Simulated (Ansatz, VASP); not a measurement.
## SiC in VASP and in Ansatz

```
Si C
1.0
     3.07756    0.00000    0.00000
    -1.53878    2.66524    0.00000
     0.00000    0.00000   10.07672
Si C
4 4
Direct
  0.00000 0.00000 0.99986
  0.33333 0.66667 0.24991
  0.00000 0.00000 0.49986
  0.66667 0.33333 0.74991
  0.00000 0.00000 0.18728
  0.33333 0.66667 0.43795
  0.00000 0.00000 0.68728
  0.66667 0.33333 0.93795
```

Alike in both runs: task single point; functional PBE; k mesh 12 × 12 × 4; occupations fermi-dirac, width 0.02 eV; no spin polarisation.

|  | VASP | Ansatz |
| --- | --- | --- |
| version | VASP 6.6.1 | Ansatz 0.2.0 |
| potentials or method | VASP PAW PBE potentials, release 64 (Si, C) | plane waves, PAW |
| plane-wave cutoff (eV) | 520 | 420 |
| valence electrons in the cell | 32 | 32 |

Ansatz gave:

* gap on the k mesh at the Fermi level (eV): 2.23
* pressure (GPa): 3.5
* traceless stress, the component that is largest in VASP (GPa): -0.08

Question: Which values does VASP return?

Answer: gap on the k mesh at the Fermi level (eV): 2.22; pressure (GPa): 3.5; traceless stress, the component that is largest in VASP (GPa): -0.08.
